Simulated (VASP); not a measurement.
# Ca3Fe (Pm-3m) in VASP: notebook, part 3 of 3

VASP 6.6.1. Earlier steps stand in the parts before.

### 4 Relaxation of cell and atoms, PBE, collinear spin

Input file INCAR:

```
PREC = Accurate
ENCUT = 600
EDIFF = 1E-6
ISMEAR = 0
SIGMA = 0.1
LREAL = F
LASPH = T
NELM = 150
ALGO = Normal
ISIF = 3
LWAVE = F
LCHARG = F
ISPIN = 2
MAGMOM = -0.15 -0.15 -0.15 2.61
LORBIT = 11
LMAXMIX = 4
GGA = PE
IBRION = 2
NSW = 90
EDIFFG = -0.04
```

Input file KPOINTS:

```
Automatic mesh
0
Gamma
  4 4 4
```

Input file POSCAR:

```
Ca3Fe
1.0
    4.5365722341      0.0000000000      0.0000000000
    0.0000000000      4.5365722341      0.0000000000
    0.0000000000      0.0000000000      4.5365722341
Ca Fe
3 1
Direct
    0.0000000000      0.5000000000      0.5000000000
    0.5000000000      0.0000000000      0.5000000000
    0.5000000000      0.5000000000      0.0000000000
    0.0000000000      0.0000000000      0.0000000000
```

Potentials or basis: VASP PAW PBE potentials, release 64 (Ca_sv, Fe).

Launch:

```sh
> cat potpaw_PBE.64/Ca_sv/POTCAR potpaw_PBE.64/Fe/POTCAR > POTCAR
> mpirun -np 1 vasp_std > vasp.out
```

OUTCAR:

```text
PREC = Accurate
   ENCUT = 600
   EDIFF = 1E-6
   ISMEAR = 0
   LREAL = F
   LASPH = T
   NELM = 150
   ISIF = 3
   ISPIN = 2
   LORBIT = 11
   GGA = PE
   IBRION = 2
   NSW = 90
   EDIFFG = -0.04

 ion  position               nearest neighbor table
   1  0.000  0.500  0.500-
   2  0.500  0.000  0.500-
   3  0.500  0.500  0.000-
   4  0.000  0.000  0.000-

  LATTYP: Found a simple cubic cell.
 ALAT       =     4.5365722341

  Lattice vectors:

 A1 = (   4.5365722341,   0.0000000000,   0.0000000000)
 A2 = (   0.0000000000,   4.5365722341,   0.0000000000)
 A3 = (   0.0000000000,   0.0000000000,   4.5365722341)

Analysis of symmetry for initial positions (statically):
=====================================================================
 Subroutine PRICEL returns:
 Original cell was already a primitive cell.

 Routine SETGRP: Setting up the symmetry group for a
 simple cubic supercell.

 Subroutine GETGRP returns: Found 48 space group operations
 (whereof 48 operations were pure point group operations)
 out of a pool of 48 trial point group operations.

The static configuration has the point symmetry O_h .

Analysis of symmetry for dynamics (positions and initial velocities):
=====================================================================
 Subroutine PRICEL returns:
 Original cell was already a primitive cell.

 Routine SETGRP: Setting up the symmetry group for a
 simple cubic supercell.

 Subroutine GETGRP returns: Found 48 space group operations
 (whereof 48 operations were pure point group operations)
 out of a pool of 48 trial point group operations.

The dynamic configuration has the point symmetry O_h .

Analysis of structural, dynamic, and magnetic symmetry:
=====================================================================
 Subroutine PRICEL returns:
 Original cell was already a primitive cell.

 Routine SETGRP: Setting up the symmetry group for a
 simple cubic supercell.

 Subroutine GETGRP returns: Found 48 space group operations
 (whereof 48 operations were pure point group operations)
 out of a pool of 48 trial point group operations.

The overall configuration has the point symmetry O_h .

 Subroutine INISYM returns: Found 48 space group operations
 (whereof 48 operations are pure point group operations),
 and found     1 'primitive' translations

----------------------------------------------------------------------------------------

                                     Primitive cell

  volume of cell :      93.3649

  direct lattice vectors                    reciprocal lattice vectors
[... 677 lines left out ...]
     24       5.1257      0.00000

------------------------ aborting loop because EDIFF is reached ----------------------------------------

  FORCE on cell =-STRESS in cart. coord.  units (eV):
  Direction    XX          YY          ZZ          XY          YZ          ZX
  --------------------------------------------------------------------------------------
  -------------------------------------------------------------------------------------
  Total        5.4410113      5.4410113      5.4410113     -0.0000000     -0.0000000      0.0000000
  in kB       93.3698626     93.3698626     93.3698626     -0.0000000     -0.0000000      0.0000000
  external PRESSURE =      93.3698626 kB  Pullay stress =       0.0000000 kB

 VOLUME and BASIS-vectors are now :
 -----------------------------------------------------------------------------
  energy-cutoff  :      600.00
  volume of cell :       93.36
      direct lattice vectors                 reciprocal lattice vectors
     4.536572234  0.000000000  0.000000000     0.220430746  0.000000000  0.000000000
     0.000000000  4.536572234  0.000000000     0.000000000  0.220430746  0.000000000
     0.000000000  0.000000000  4.536572234     0.000000000  0.000000000  0.220430746

 POSITION                                       TOTAL-FORCE (eV/Angst)
 -----------------------------------------------------------------------------------
      0.00000      2.26829      2.26829         0.000000      0.000000      0.000000
      2.26829      0.00000      2.26829         0.000000      0.000000      0.000000
      2.26829      2.26829      0.00000         0.000000      0.000000      0.000000
      0.00000      0.00000      0.00000         0.000000      0.000000      0.000000
 -----------------------------------------------------------------------------------
    total drift:                                0.000000      0.000000      0.000000

  FREE ENERGIE OF THE ION-ELECTRON SYSTEM (eV)
  ---------------------------------------------------
  free  energy   TOTEN  =       -11.3254188574 eV

  energy  without entropy=      -11.2821380204  energy(sigma->0) =      -11.30377844

--------------------------------------- Ionic step        2  -------------------------------------------

 number of electron      38.0000001 magnetization      -0.0985718

 number of electron      38.0000001 magnetization       0.0213666

 Free energy of the ion-electron system (eV)
  ---------------------------------------------------
  ext. energy  EPLUGINS =         0.00000000
  ---------------------------------------------------
  free energy    TOTEN  =       -11.28010666 eV

  energy without entropy =      -11.24267430  energy(sigma->0) =      -11.26139048

 E-fermi :   2.8533     XC(G=0):  -8.9926

 val. band max:        2.8467782324   @ k =   0.5000   0.0000   0.0000
 cond. band min:       2.8542943199   @ k =   0.5000   0.5000   0.2500
 fundamental gap:      0.0075160875
 Fermi energy:         2.8532814530

 spin component 1

 k-point     1 :       0.0000    0.0000    0.0000
  band No.  band energies     occupation
      1     -38.3863      1.00000
      2     -38.3080      1.00000
      3     -38.3080      1.00000
      4     -19.5902      1.00000
      5     -19.5902      1.00000
      6     -19.5902      1.00000
[... 532 lines left out ...]
     23       3.6604      0.00000
     24       3.6604      0.00000

------------------------ aborting loop because EDIFF is reached ----------------------------------------

  FORCE on cell =-STRESS in cart. coord.  units (eV):
  Direction    XX          YY          ZZ          XY          YZ          ZX
  --------------------------------------------------------------------------------------
  -------------------------------------------------------------------------------------
  Total       -0.0347012     -0.0347012     -0.0347012      0.0000000      0.0000000     -0.0000000
  in kB       -0.4921096     -0.4921096     -0.4921096      0.0000000      0.0000000     -0.0000000
  external PRESSURE =      -0.4921096 kB  Pullay stress =       0.0000000 kB

 VOLUME and BASIS-vectors are now :
 -----------------------------------------------------------------------------
  energy-cutoff  :      600.00
  volume of cell :      112.98
      direct lattice vectors                 reciprocal lattice vectors
     4.834272114  0.000000000  0.000000000     0.206856374  0.000000000 -0.000000000
    -0.000000000  4.834272114  0.000000000    -0.000000000  0.206856374  0.000000000
     0.000000000 -0.000000000  4.834272114    -0.000000000 -0.000000000  0.206856374

 POSITION                                       TOTAL-FORCE (eV/Angst)
 -----------------------------------------------------------------------------------
     -0.00000      2.41714      2.41714        -0.000000     -0.000000      0.000000
      2.41714      0.00000      2.41714         0.000000     -0.000000      0.000000
      2.41714      2.41714      0.00000         0.000000      0.000000      0.000000
      0.00000      0.00000      0.00000         0.000000      0.000000      0.000000
 -----------------------------------------------------------------------------------
    total drift:                                0.000000      0.000000      0.000000

  FREE ENERGIE OF THE ION-ELECTRON SYSTEM (eV)
  ---------------------------------------------------
  free  energy   TOTEN  =       -11.2801066559 eV

  energy  without entropy=      -11.2426742975  energy(sigma->0) =      -11.26139048

 reached required accuracy - stopping structural energy minimisation

 total charge

# of ion       s       p       d       tot
------------------------------------------
    1        2.089   5.834   0.248   8.171
    2        2.089   5.834   0.248   8.171
    3        2.089   5.834   0.248   8.171
    4        0.407   0.123   6.275   6.804
--------------------------------------------------
tot          6.675  17.625   7.018  31.318

 magnetization (x)

# of ion       s       p       d       tot
------------------------------------------
    1       -0.000   0.000  -0.001  -0.001
    2       -0.000   0.000  -0.001  -0.001
    3       -0.000   0.000  -0.001  -0.001
    4        0.000   0.001   0.024   0.025
--------------------------------------------------
tot         -0.000   0.001   0.022   0.023
```

OSZICAR:

```text
N       E                     dE             d eps       ncg     rms          rms(c)
DAV:   1     0.426631130696E+03    0.42663E+03   -0.19981E+04   960   0.176E+03
[... 74 lines left out ...]
DAV:  53    -0.112800686520E+02    0.22275E-03   -0.24935E-03  1600   0.167E-01    0.139E-01
DAV:  54    -0.112801072295E+02   -0.38578E-04   -0.16936E-03  1464   0.161E-01    0.727E-02
DAV:  55    -0.112801291658E+02   -0.21936E-04   -0.55051E-04  1624   0.890E-02    0.780E-02
DAV:  56    -0.112801426459E+02   -0.13480E-04   -0.19787E-05  1104   0.276E-02    0.635E-02
DAV:  57    -0.112801191659E+02    0.23480E-04   -0.34388E-05  1232   0.236E-02    0.319E-02
DAV:  58    -0.112801070924E+02    0.12074E-04   -0.46657E-05  1336   0.252E-02    0.273E-02
DAV:  59    -0.112801066559E+02    0.43652E-06   -0.37515E-06   848   0.947E-03
   2 F= -.11280107E+02 E0= -.11261390E+02  d E =0.453122E-01  mag=     0.0171
```

Wall time 11 min (1 thread of Oxide Virtual Turin-like, shared host); peak memory 0.23 GiB.

Results:

```
Free energy                                           : -11.2801 eV
Relaxed volume                                        : 28.24 Å³/atom
Relaxed cell                                          : a = 4.834 Å, b = 4.834 Å, c = 4.834 Å, α = 90.00°, β = 90.00°, γ = 90.00°
Space group after relaxing (to 0.1 Å)                 : Pm-3m (No. 221)
Ionic steps                                           : 2
Pressure after relaxing                               : 0.0 GPa
Band gap on the k mesh                                : zero (filled and empty bands overlap)
Net moment                                            : 0.02 μB per cell
Site moments                                          : Ca -0.00; Fe +0.03 μB
Valence electrons inside the program's atomic spheres : Ca 8.17; Fe 6.80
```

Step by step:
| step | energy change (eV) | largest force (eV/Å) | pressure (GPa) | volume (Å³) |
| --- | --- | --- | --- | --- |
| 1 | 0.0000 | 0.0000 | 9.34 | 93.36 |
| 2 | 0.0453 | 0.0000 | -0.05 | 112.98 |

Final structure:
```
Ca Fe
1.0
     4.83427    0.00000    0.00000
     0.00000    4.83427    0.00000
     0.00000    0.00000    4.83427
Ca Fe
3 1
Direct
  0.00000 0.50000 0.50000
  0.50000 0.00000 0.50000
  0.50000 0.50000 0.00000
  0.00000 0.00000 0.00000
```

Levels at points of the mesh, in eV from the Fermi level:
Spin up:
```csv
k point,band 17,band 18,band 19,band 20,band 21,band 22
"(0.00, 0.00, 0.00)",-0.46,-0.46,-0.46,1.53,1.53,1.53
"(0.50, 0.00, 0.00)",-0.28,-0.28,-0.08,-0.01,0.95,0.95
"(0.50, 0.50, 0.00)",-0.26,-0.26,-0.20,0.04,0.09,1.05
"(0.50, 0.50, 0.50)",-0.02,-0.02,0.48,0.51,0.51,0.51
```
Spin down:
```
           k point  band 17  band 18  band 19  band 20  band 21  band 22
(0.00, 0.00, 0.00)    -0.44    -0.44    -0.44     1.54     1.54     1.54
(0.50, 0.00, 0.00)    -0.25    -0.25    -0.07    -0.01     0.95     0.95
(0.50, 0.50, 0.00)    -0.23    -0.23    -0.20     0.03     0.12     1.05
(0.50, 0.50, 0.50)    -0.03    -0.03     0.48     0.52     0.52     0.52
```

Caveat: the volume moved by over 15 % at a fixed basis, so the end points are rough; the moments typed at the start vanished in this run.

The gap in the log of VASP goes by the Fermi energy; the results here count the filled bands.